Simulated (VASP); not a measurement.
Wanted: the native input for a VASP 6.6.1 run.

* Task: single point
* Functional: revPBE
* Potentials or basis: VASP PAW PBE potentials, release 64 (Br)
* Cutoff: 520 eV
* k mesh: 5 × 5 × 2
* Occupations: fermi-dirac, width 0.05 eV
* Spin: no spin polarisation
* Dipole correction: no
* Further INCAR settings: ALGO = Normal; EDIFF = 1e-06; NBANDS = 22

The structure of Br lies in POSCAR:

```
Br
1.0
    5.2854673608     -2.3583810175      0.0000000000
    5.2854673608      2.3583810175      0.0000000000
    0.0000000000      0.0000000000      8.9701870251
Br
4
Direct
    0.8766682431      0.1233317569      0.1143950239
    0.6233317569      0.3766682431      0.6143950239
    0.1233317569      0.8766682431      0.8856049761
    0.3766682431      0.6233317569      0.3856049761
```

One way to write it, as run:

INCAR

```
PREC = Accurate
ENCUT = 520
EDIFF = 1E-6
ISMEAR = -1
SIGMA = 0.05
LREAL = False
LASPH = True
NELM = 100
ALGO = Normal
ISIF = 2
LWAVE = False
LCHARG = False
GGA = RE
NBANDS = 22
```

KPOINTS

```
regular mesh
0
Gamma
  5 5 2
```

Potentials or basis: VASP PAW PBE potentials, release 64 (Br).

The run is started by

```console
$ cat potpaw_PBE.64/Br/POTCAR > POTCAR
$ mpirun -np 1 vasp_std > vasp.out
```

It gave:

```json
{
 "Pressure": "0.0 GPa",
 "Band gap on the k mesh": "1.61 eV"
}
```

Caveat: this functional lacks dispersion, which holds the molecules together, so the pressure and a relaxed volume are unreliable; the PAW data sets were made with another functional, which shifts forces and pressure a little; an odd mesh through Γ misses points on the zone boundary, where band edges can lie.

Wall time 78 s on 1 thread of AMD EPYC 9R45 96-Core Processor (Zen 5), on a shared host, peak memory 0.38 GiB.
